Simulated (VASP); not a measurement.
# BP (F-43m) in VASP: single point with PBE

Aim: the single point of BP with PBE.

Everything below comes from runs of VASP 6.6.1. Logs are shortened: lines on timing, memory, paths and dates and some standing lists are left out, and cuts for length are marked.

## 1. The cell of the first run

It takes space group F-43m (No. 216, cubic). The conventional cell has a = 4.550 Å, b = 4.550 Å, c = 4.550 Å, α = 90.00°, β = 90.00°, γ = 90.00°. Within 2.6 Å of B (site symmetry -43m) lie 4 P at 1.97 Å. P (site symmetry -43m) has 4 B at 1.97 Å within 2.6 Å.

## 2. Single point, PBE (11.77 Å³/atom)

INCAR

```
ALGO = Normal
EDIFF = 1E-6
ENCUT = 520
GGA = PE
ISIF = 2
ISMEAR = 0
LASPH = T
LCHARG = F
LREAL = F
LWAVE = F
NBANDS = 11
NELM = 80
PREC = Accurate
SIGMA = 0.02
```

KPOINTS

```
k-points
0
Gamma
  8 8 8
```

POSCAR

```
BP
1.0
    0.0000000000      2.2750000000      2.2750000000
    2.2750000000      0.0000000000      2.2750000000
    2.2750000000      2.2750000000      0.0000000000
B P
1 1
Direct
    0.0000000000      0.0000000000      0.0000000000
    0.2500000000      0.2500000000      0.2500000000
```

Potentials or basis: VASP PAW PBE potentials, release 64 (B, P).

Command:

```
$ cat potpaw_PBE.64/B/POTCAR potpaw_PBE.64/P/POTCAR > POTCAR
$ mpirun -np 1 vasp_std > vasp.out
```

OUTCAR:

```text
EDIFF = 1E-6
   ENCUT = 520
   GGA = PE
   ISIF = 2
   ISMEAR = 0
   LASPH = T
   LREAL = F
   NELM = 80
   PREC = Accurate

 ion  position               nearest neighbor table
   1  0.000  0.000  0.000-   2 1.97   2 1.97   2 1.97   2 1.97
   2  0.250  0.250  0.250-   1 1.97   1 1.97   1 1.97   1 1.97

  LATTYP: Found a face centered cubic cell.
 ALAT       =     4.5500000000

  Lattice vectors:

 A1 = (   0.0000000000,   2.2750000000,   2.2750000000)
 A2 = (   2.2750000000,   0.0000000000,   2.2750000000)
 A3 = (   2.2750000000,   2.2750000000,   0.0000000000)

Analysis of symmetry for initial positions (statically):
=====================================================================
 Subroutine PRICEL returns:
 Original cell was already a primitive cell.

 Routine SETGRP: Setting up the symmetry group for a
 face centered cubic supercell.

 Subroutine GETGRP returns: Found 24 space group operations
 (whereof 24 operations were pure point group operations)
 out of a pool of 48 trial point group operations.

The static configuration has the point symmetry T_d .

Analysis of symmetry for dynamics (positions and initial velocities):
=====================================================================
 Subroutine PRICEL returns:
 Original cell was already a primitive cell.

 Routine SETGRP: Setting up the symmetry group for a
 face centered cubic supercell.

 Subroutine GETGRP returns: Found 24 space group operations
 (whereof 24 operations were pure point group operations)
 out of a pool of 48 trial point group operations.

The dynamic configuration has the point symmetry T_d .

 Subroutine INISYM returns: Found 24 space group operations
 (whereof 24 operations are pure point group operations),
 and found     1 'primitive' translations

----------------------------------------------------------------------------------------

                                     Primitive cell

  volume of cell :      23.5491

  direct lattice vectors                    reciprocal lattice vectors
     0.000000000  2.275000000  2.275000000    -0.219780220  0.219780220  0.219780220
     2.275000000  0.000000000  2.275000000     0.219780220 -0.219780220  0.219780220
     2.275000000  2.275000000  0.000000000     0.219780220  0.219780220 -0.219780220

  length of vectors
     3.217335854  3.217335854  3.217335854     0.380670507  0.380670507  0.380670507

  position of ions in fractional coordinates (direct lattice)
     0.000000000  0.000000000  0.000000000
     0.250000000  0.250000000  0.250000000

  ion indices of the primitive-cell ions
   primitive index   ion index
                 1           1
                 2           2

----------------------------------------------------------------------------------------

 KPOINTS: k-points

Automatic generation of k-mesh.
 Grid dimensions read from file:
 generate k-points for:    8    8    8

 Generating k-lattice:

  Cartesian coordinates                     Fractional coordinates (reciprocal lattice)
    -0.027472527  0.027472527  0.027472527     0.125000000  0.000000000  0.000000000
     0.027472527 -0.027472527  0.027472527     0.000000000  0.125000000  0.000000000
     0.027472527  0.027472527 -0.027472527     0.000000000  0.000000000  0.125000000

  Length of vectors
     0.047583813  0.047583813  0.047583813

  Shift w.r.t. Gamma in fractional coordinates (k-lattice)
     0.000000000  0.000000000  0.000000000

 Subroutine IBZKPT returns following result:
 ===========================================

 Found     29 irreducible k-points:

 Following reciprocal coordinates:
            Coordinates               Weight
  0.000000  0.000000  0.000000      1.000000
  0.125000  0.000000  0.000000      8.000000
  0.250000  0.000000  0.000000      8.000000
  0.375000  0.000000  0.000000      8.000000
  0.500000  0.000000  0.000000      4.000000
  0.125000  0.125000  0.000000      6.000000
[... 16 lines left out ...]
  0.500000  0.250000  0.125000     48.000000
 -0.375000  0.250000  0.125000     24.000000
 [... further k-points ...]
   k-points           NKPTS =     29   k-points in BZ     NKDIM =     29   number of bands    NBANDS=     11
   number of dos      NEDOS =    301   number of ions     NIONS =      2
   total plane-waves  NPLWV =  13824
   dimension x,y,z NGX =    24 NGY =   24 NGZ =   24
   dimension x,y,z NGXF=    48 NGYF=   48 NGZF=   48
   ions per type =               1   1
   NGX,Y,Z   is equivalent  to a cutoff of  12.40, 12.40, 12.40 a.u.
   NGXF,Y,Z  is equivalent  to a cutoff of  24.80, 24.80, 24.80 a.u.
 SYSTEM =  unknown system
   PREC   = accura    normal or accurate (medium, high low for compatibility)
   ISTART =      0    job   : 0-new  1-cont  2-samecut
   ICHARG =      2    charge: 1-file 2-atom 10-const
   ISPIN  =      1    spin polarized calculation?
   LNONCOLLINEAR =      F non collinear calculations
   LSORBIT =      F    spin-orbit coupling
   LASPH  =      T    aspherical Exc in radial PAW
   ENCUT  =  520.0 eV  38.22 Ry    6.18 a.u.   5.98  5.98  5.98*2*pi/ulx,y,z
   NELM   =     80;   NELMIN=  2; NELMDL= -5     # of ELM steps
   EDIFF  = 0.1E-05   stopping-criterion for ELM
   LREAL  =      F    real-space projection
   EDIFFG = 0.1E-04   stopping-criterion for IOM
   NSW    =      0    number of steps for IOM
   IBRION =     -1    ionic relax: 0-MD 1-quasi-New 2-CG
   NFREE  =      0    steps in history (QN), initial steepest desc. (CG)
   ISIF   =      2    stress and relaxation
   ISYM   =      2    0-nonsym 1-usesym 2-fastsym
   POTIM  = 0.5000    time-step for ionic-motion
   TEBEG  =    0.0;   TEEND  =   0.0 temperature during run
   PSTRESS=    0.0 pullay stress
   NELECT =       8.0000    total number of electrons
   NUPDOWN=      -1.0000    fix difference up-down
   EMIN   =  10.00;   EMAX   =-10.00  energy-range for DOS
   EFERMI =   0.00;   METHOD = LEGACY
   ISMEAR =     0;   SIGMA  =   0.02  broadening in eV -4-tet -1-fermi 0-gaus
   EFERMI_NEDOS =   21; number of points for ismear=-14 and -15
   IALGO  =     38    algorithm
   IMIX   =      4    mixing-type and parameters
     AMIX     =   0.40;   BMIX     =  1.00
     AMIX_MAG =   1.60;   BMIX_MAG =  1.00
  volume/ion in A,a.u.               =      11.77        79.46
  Fermi-wavevector in a.u.,A,eV,Ry     =   1.142300  2.158634 17.753546  1.304849
  Thomas-Fermi vector in A             =   2.278998
   LORBIT       =      0    0 simple, 1 ext, 2 COOP (PROOUT), +10 PAW based schemes
   GGA     = PE    functional components
   LHFCALC =     F    Hartree Fock is set to
   AEXX    =    0.0000 exact exchange contribution
   IVDW    =     0    specifies the selected vdW correction
   LEPSILON=     F    determine dielectric tensor
   LRPA    =     F    only Hartree local field effects (RPA)
 non-spin polarized calculation
 Gauss-broadening in eV      SIGMA  =   0.02
  energy-cutoff  :      520.00
  volume of cell :       23.55
 maximum number of plane-waves:       648
   NGX = 11   NGY = 11   NGZ = 11

 number of electron       8.0000000 magnetization

 Free energy of the ion-electron system (eV)
  ---------------------------------------------------
  ext. energy  EPLUGINS =         0.00000000
  ---------------------------------------------------
  free energy    TOTEN  =       -12.92900926 eV

  energy without entropy =      -12.92900926  energy(sigma->0) =      -12.92900926

 E-fermi :   7.4756     XC(G=0): -10.8728

 val. band max:        7.3401940877   @ k =   0.0000   0.0000   0.0000
 cond. band min:       8.6189728002   @ k =   0.3750   0.3750   0.0000
 fundamental gap:      1.2787787125
 Fermi energy:         7.4755690640

 k-point     1 :       0.0000    0.0000    0.0000
  band No.  band energies     occupation
      1      -8.0500      2.00000
      2       7.3402      2.00000
      3       7.3402      2.00000
      4       7.3402      2.00000
      5      10.7290      0.00000
      6      10.7290      0.00000
      7      10.7290      0.00000
      8      14.5941      0.00000
      9      18.7997      0.00000
     10      19.4459      0.00000
     11      19.4459      0.00000

 k-point     2 :       0.1250    0.0000    0.0000
  band No.  band energies     occupation
      1      -7.7707      2.00000
      2       5.4936      2.00000
      3       6.9149      2.00000
      4       6.9149      2.00000
      5      11.2518      0.00000
      6      11.3171      0.00000
      7      11.3171      0.00000
      8      15.3943      0.00000
      9      18.5453      0.00000
     10      18.5453      0.00000
     11      19.6281      0.00000

 k-point     3 :       0.2500    0.0000    0.0000
  band No.  band energies     occupation
      1      -6.9520      2.00000
      2       2.5178      2.00000
      3       6.2297      2.00000
      4       6.2297      2.00000
      5      11.3036      0.00000
      6      12.0866      0.00000
      7      12.0866      0.00000
      8      16.8761      0.00000
      9      18.2860      0.00000
     10      18.2860      0.00000
     11      20.3208      0.00000

 k-point     4 :       0.3750    0.0000    0.0000
  band No.  band energies     occupation
      1      -5.7009      2.00000
      2      -0.1893      2.00000
      3       5.7549      2.00000
      4       5.7549      2.00000
      5      11.1450      0.00000
      6      12.1509      0.00000
      7      12.1509      0.00000
      8      17.4672      0.00000
      9      19.9283      0.00000
     10      19.9283      0.00000
     11      21.0852      0.00000

 k-point     5 :       0.5000    0.0000    0.0000
  band No.  band energies     occupation
      1      -4.7565      2.00000
      2      -1.6368      2.00000
      3       5.5922      2.00000
      4       5.5922      2.00000
      5      11.0744      0.00000
      6      12.0482      0.00000
      7      12.0482      0.00000
      8      17.4392      0.00000
      9      21.9146      0.00000
     10      21.9146      0.00000
     11      22.0927      0.00000
[... 211 lines left out ...]
 k-point    21 :       0.5000    0.5000    0.0000
  band No.  band energies     occupation
      1      -3.2374      2.00000
      2      -1.2021      2.00000
      3       3.2542      2.00000
      4       3.2542      2.00000
      5       8.6876      0.00000
      6       9.0063      0.00000
      7      19.3897      0.00000
      8      19.3897      0.00000
      9      22.4763      0.00000
     10      24.0469      0.00000
     11      25.2525      0.00000

 k-point    22 :       0.3750    0.2500    0.1250
  band No.  band energies     occupation
      1      -6.2338      2.00000
      2       2.4217      2.00000
      3       3.5733      2.00000
      4       5.3739      2.00000
      5      10.7934      0.00000
      6      13.3227      0.00000
      7      13.5241      0.00000
      8      14.8227      0.00000
      9      18.8816      0.00000
     10      21.1778      0.00000
     11      22.8584      0.00000

 k-point    23 :       0.5000    0.2500    0.1250
  band No.  band energies     occupation
      1      -5.0139      2.00000
      2       0.2742      2.00000
      3       2.9197      2.00000
      4       4.6122      2.00000
      5      11.4408      0.00000
      6      12.7883      0.00000
      7      14.6283      0.00000
      8      15.6388      0.00000
      9      19.7029      0.00000
     10      20.6937      0.00000
     11      24.3333      0.00000

 k-point    24 :      -0.3750    0.2500    0.1250
  band No.  band energies     occupation
      1      -4.1031      2.00000
      2      -1.0589      2.00000
      3       2.8381      2.00000
      4       4.2476      2.00000
      5      11.5311      0.00000
      6      12.5115      0.00000
      7      15.5982      0.00000
      8      17.0799      0.00000
      9      17.7599      0.00000
     10      21.7065      0.00000
     11      24.1299      0.00000

 [... further k-points ...]
[... 5 lines left out ...]
  --------------------------------------------------------------------------------------
  -------------------------------------------------------------------------------------
  Total       -0.0556265     -0.0556265     -0.0556265      0.0000000      0.0000000      0.0000000
  in kB       -3.7845837     -3.7845837     -3.7845837      0.0000000      0.0000000      0.0000000
  external PRESSURE =      -3.7845837 kB  Pullay stress =       0.0000000 kB

 VOLUME and BASIS-vectors are now :
 -----------------------------------------------------------------------------
  energy-cutoff  :      520.00
  volume of cell :       23.55
      direct lattice vectors                 reciprocal lattice vectors
     0.000000000  2.275000000  2.275000000    -0.219780220  0.219780220  0.219780220
     2.275000000  0.000000000  2.275000000     0.219780220 -0.219780220  0.219780220
     2.275000000  2.275000000  0.000000000     0.219780220  0.219780220 -0.219780220

 POSITION                                       TOTAL-FORCE (eV/Angst)
 -----------------------------------------------------------------------------------
      0.00000      0.00000      0.00000         0.000000      0.000000      0.000000
      1.13750      1.13750      1.13750        -0.000000     -0.000000     -0.000000
 -----------------------------------------------------------------------------------
    total drift:                                0.000000      0.000000      0.000000

  FREE ENERGIE OF THE ION-ELECTRON SYSTEM (eV)
  ---------------------------------------------------
  free  energy   TOTEN  =       -12.9290092601 eV

  energy  without entropy=      -12.9290092601  energy(sigma->0) =      -12.92900926
```

Run time: 7.3 s. Hardware: 1 thread of Intel Xeon 8259CL, shared host; peak memory 0.13 GiB.

What came out:

* Free energy: -12.9290 eV
* Pressure: -0.4 GPa
* Band gap on the k mesh: 1.28 eV (least direct gap 3.39 eV)

A k mesh can miss the band edges.
